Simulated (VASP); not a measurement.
# AlAs: single point with PBE

Crystal: AlAs.

```
CELL_PARAMETERS angstrom
0.00000 2.89216 2.89216
2.89216 0.00000 2.89216
2.89216 2.89216 0.00000
ATOMIC_POSITIONS crystal
Al 0.00000 0.00000 0.00000
As 0.25000 0.25000 0.25000
```

* Program: VASP 6.6.1
* Task: single point
* Functional: PBE
* Potentials or basis: VASP PAW PBE potentials, release 64 (Al, As)
* Cutoff: 500 eV
* k mesh: 8 × 8 × 8
* Occupations: gaussian, width 0.02 eV
* Spin: no spin polarisation

```json
{
  "Pressure": "-1.7 GPa",
  "Band gap on the k mesh": "1.54 eV (least direct gap 1.56 eV)"
}
```

Levels at points of the mesh, in eV from the valence-band top:
| k point | band 2 | band 3 | band 4 | band 5 | band 6 | band 7 |
| --- | --- | --- | --- | --- | --- | --- |
| (0.00, 0.00, 0.00) | 0.00 | 0.00 | 0.00 | 1.56 | 4.18 | 4.18 |
| (0.50, 0.00, 0.00) | -5.30 | -0.78 | -0.78 | 1.91 | 4.63 | 4.63 |
| (0.50, 0.50, 0.00) | -5.21 | -2.03 | -2.03 | 1.54 | 2.28 | 9.83 |

Run time: 19 s on 1 thread of Intel Xeon 8259CL (shared host), peak memory 0.17 GiB.

A k mesh can miss the band edges. A hybrid or GW would open this gap; PBE tends to underestimate it.
